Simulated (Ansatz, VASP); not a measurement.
## SiNi2: VASP beside Ansatz

INCAR

```
SYSTEM = SiNi2
ALGO = Normal ; EDIFF = 1E-6
ENCUT = 520 ; ISIF = 2
ISMEAR = -1 ; ISPIN = 2
LASPH = .TRUE. ; LCHARG = .FALSE.
LMAXMIX = 4 ; LORBIT = 11
LREAL = .FALSE. ; LWAVE = .FALSE.
MAGMOM = 1 1 1 1 1 1 1 1 0 0 0 0 ; NBANDS = 64
NELM = 150 ; PREC = Accurate
SIGMA = 0.05
```

KPOINTS

```
k-points
0
G
  5 5 3
  0 0 0
```

The input POSCAR:

```
SiNi2
1.0
    4.9900000000      0.0000000000      0.0000000000
    0.0000000000      3.7200000000      0.0000000000
    0.0000000000      0.0000000000      7.0300000000
Ni Si
8 4
Direct
    0.3250000000      0.7500000000      0.9370000000
    0.6750000000      0.2500000000      0.0630000000
    0.1750000000      0.2500000000      0.4370000000
    0.8250000000      0.7500000000      0.5630000000
    0.4580000000      0.7500000000      0.2970000000
    0.5420000000      0.2500000000      0.7030000000
    0.0420000000      0.2500000000      0.7970000000
    0.9580000000      0.7500000000      0.2030000000
    0.7860000000      0.7500000000      0.8860000000
    0.2140000000      0.2500000000      0.1140000000
    0.7140000000      0.2500000000      0.3860000000
    0.2860000000      0.7500000000      0.6140000000
```

Contents of input.yaml:

```yaml
crystal:
  lattice:
    - [4.99, 0.0, 0.0]
    - [0.0, 3.72, 0.0]
    - [0.0, 0.0, 7.03]
  atoms:
    - { symbol: Ni, position: [0.325, 0.75, 0.937], spin: 1.0 }
    - { symbol: Ni, position: [0.675, 0.25, 0.063], spin: 1.0 }
    - { symbol: Ni, position: [0.175, 0.25, 0.437], spin: 1.0 }
    - { symbol: Ni, position: [0.825, 0.75, 0.563], spin: 1.0 }
    - { symbol: Ni, position: [0.458, 0.75, 0.297], spin: 1.0 }
    - { symbol: Ni, position: [0.542, 0.25, 0.703], spin: 1.0 }
    - { symbol: Ni, position: [0.042, 0.25, 0.797], spin: 1.0 }
    - { symbol: Ni, position: [0.958, 0.75, 0.203], spin: 1.0 }
    - { symbol: Si, position: [0.786, 0.75, 0.886] }
    - { symbol: Si, position: [0.214, 0.25, 0.114] }
    - { symbol: Si, position: [0.714, 0.25, 0.386] }
    - { symbol: Si, position: [0.286, 0.75, 0.614] }
hamiltonian:
  xc: lda
  pseudopotentials: { kind: paw }
magnetization:
  spin_polarized: true
kpoints:
  mp_grid: { grid: [5, 5, 3] }
  band_path:
    path:
      - [[0.0, 0.0, 0.0], [0.0, -0.5, 0.0], [-0.5, -0.5, 0.0], [-0.5, 0.0, 0.0], [0.0, 0.0, 0.0], [0.0, 0.0, -0.5], [0.0, -0.5, -0.5], [-0.5, -0.5, -0.5], [-0.5, 0.0, -0.5], [0.0, 0.0, -0.5]]
      - [[-0.5, 0.0, 0.0], [-0.5, 0.0, -0.5]]
      - [[0.0, -0.5, -0.5], [0.0, -0.5, 0.0]]
      - [[-0.5, -0.5, 0.0], [-0.5, -0.5, -0.5]]
    npoints: 10
scf:
  occupations: { method: fermi_dirac, width: 0.05 }
  n_extra_bands: 30
output:
  forces: true
  stress: true
  eigenvalues: true
  fatbands: true
  write_density: true
  write_potential: true
  elf: true
  volumetric_format: npy
```

Alike in both runs: functional LDA; k mesh 5 × 5 × 3; occupations fermi-dirac, width 0.05 eV; collinear spin.

|  | VASP | Ansatz |
| --- | --- | --- |
| version | VASP 6.6.1 | Ansatz 0.2.0 |
| potentials or method | VASP PAW LDA potentials, release 64 (Ni, Si) | Ansatz PAW |
| plane-wave cutoff (eV) | 520 | 420 |
| valence electrons in the cell | 96 | 160 |
| task | single point | band structure |

|  | VASP | Ansatz | Ansatz less VASP |
| --- | --- | --- | --- |
| gap on the k mesh at the Fermi level (eV) | none | none | - |
| pressure (GPa) | -10.2 | -10.6 | -0.42 |
| traceless stress, the component that is largest in VASP (GPa) | -0.78 | -0.71 | +0.066 |
| rms of the force components (eV/Å) | 0.135 | 0.135 | 0.0000 |
| net moment per atom (μB) | 0.00 | 0.00 | 0.000 |

LDA's correlation is that of Perdew and Zunger in VASP and of Perdew and Wang (1992) in Ansatz. Atom by atom the forces differ by 0.006 eV/Å (rms over components). A gap of «none» marks a metal or a gap that the smearing closes. VASP's potentials hold 96 valence electrons a cell and Ansatz's 160, so a difference there can come from the potentials and not from the codes.
